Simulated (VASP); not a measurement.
Wanted: the native input for a VASP 6.6.1 run.

- Task: single point
- Functional: PBEsol
- Potentials or basis: VASP PAW PBE potentials, release 64 (Ti_sv, B)
- Cutoff: 500 eV
- k mesh: 9 × 9 × 9
- Occupations: fermi-dirac, width 0.05 eV
- Spin: no spin polarisation
- Dipole correction: no
- Further INCAR settings: ALGO = Normal; EDIFF = 1e-06; NBANDS = 16

The structure of TiB2 lies in POSCAR:

```
TiB2
1.0
    0.0000000000      2.4065171844      2.4065171844
    2.4065171844      0.0000000000      2.4065171844
    2.4065171844      2.4065171844      0.0000000000
Ti B
1 2
Direct
    0.0000000000      0.0000000000      0.0000000000
    0.2500000000      0.2500000000      0.2500000000
    0.7500000000      0.7500000000      0.7500000000
```

These files were run (other wordings do the same):

INCAR

```
ALGO = Normal
EDIFF = 1E-6
ENCUT = 500
GGA = PS
GGA_COMPAT = False
ISIF = 2
ISMEAR = -1
LASPH = True
LCHARG = False
LREAL = False
LWAVE = False
NBANDS = 16
NELM = 120
PREC = Accurate
SIGMA = 0.05
```

KPOINTS

```
k-points
0
Gamma
  9 9 9
```

Potentials or basis: VASP PAW PBE potentials, release 64 (Ti_sv, B).

The run is started by

```sh
$ cat potpaw_PBE.64/Ti_sv/POTCAR potpaw_PBE.64/B/POTCAR > POTCAR
$ mpirun -np 1 vasp_std > vasp.out
```

It gave:

* Pressure: 29.4 GPa
* Band gap on the k mesh: zero (bands 9 and 10 overlap by 1.97 eV)

Caveat: the cell stands under pressure; the PAW data sets were made with another functional, which shifts forces and pressure a little.

Run time: 33 s on 1 thread of Intel(R) Xeon(R) Platinum 8375C CPU @ 2.90GHz (Ice Lake), with other jobs on the host, peak memory 0.16 GiB.
